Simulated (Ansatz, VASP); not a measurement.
One calculation of GaN, two programs

The input INCAR:

```
  PREC = Accurate
  ENCUT = 600
  EDIFF = 1E-6
  ISMEAR = 0
  SIGMA = 0.02
  LREAL = False
  LASPH = True
  NELM = 120
  ALGO = Normal
  ISIF = 2
  LWAVE = False
  LCHARG = False
  GGA = PE
  NBANDS = 16
  GGA_COMPAT = False
```

Contents of KPOINTS:

```
Automatic mesh
0
Gamma
  10 10 10
```

File POSCAR:

```
GaN
1.0
    0.0000000000      2.2742829168      2.2742829168
    2.2742829168      0.0000000000      2.2742829168
    2.2742829168      2.2742829168      0.0000000000
Ga N
1 1
Direct
    0.0000000000      0.0000000000      0.0000000000
    0.2500000000      0.2500000000      0.2500000000
```

Input for Ansatz:

```yaml
crystal:
  lattice:
    - [0.0, 2.2742829168, 2.2742829168]
    - [2.2742829168, 0.0, 2.2742829168]
    - [2.2742829168, 2.2742829168, 0.0]
  atoms:
    - { symbol: Ga, position: [0.0, 0.0, 0.0] }
    - { symbol: "N", position: [0.25, 0.25, 0.25] }
basis:
  ecutwfc: 420
kpoints:
  mp_grid: { grid: [10, 10, 10] }
  band_path: { path: [VBM, CBM], npoints: 2 }
hamiltonian:
  xc: pbe
scf:
  occupations: { method: gaussian, width: 0.02 }
output:
  forces: true
  stress: true
  eigenvalues: true
checkpoint:
  read: start.run
  write: ck
  compress: false
  write_wavefunctions: false
  write_every: 100000
```

Alike in both runs: task single point; functional PBE; k mesh 10 × 10 × 10; occupations gaussian, width 0.02 eV; no spin polarisation.

|  | VASP | Ansatz |
| --- | --- | --- |
| version | VASP 6.6.1 | Ansatz 0.2.0 |
| potentials or method | VASP PAW PBE potentials, release 64 (Ga_d, N), cutoff 600 eV | scalar-relativistic, plane waves, PAW |
| valence electrons in the cell | 18 | 18 |

```tsv
	VASP	Ansatz	Ansatz less VASP
gap on the k mesh at the Fermi level (eV)	1.55	1.54	-0.006
least direct gap on the mesh (eV)	1.55	1.54	-0.006
pressure (GPa)	-0.1	0.0	+0.05
```
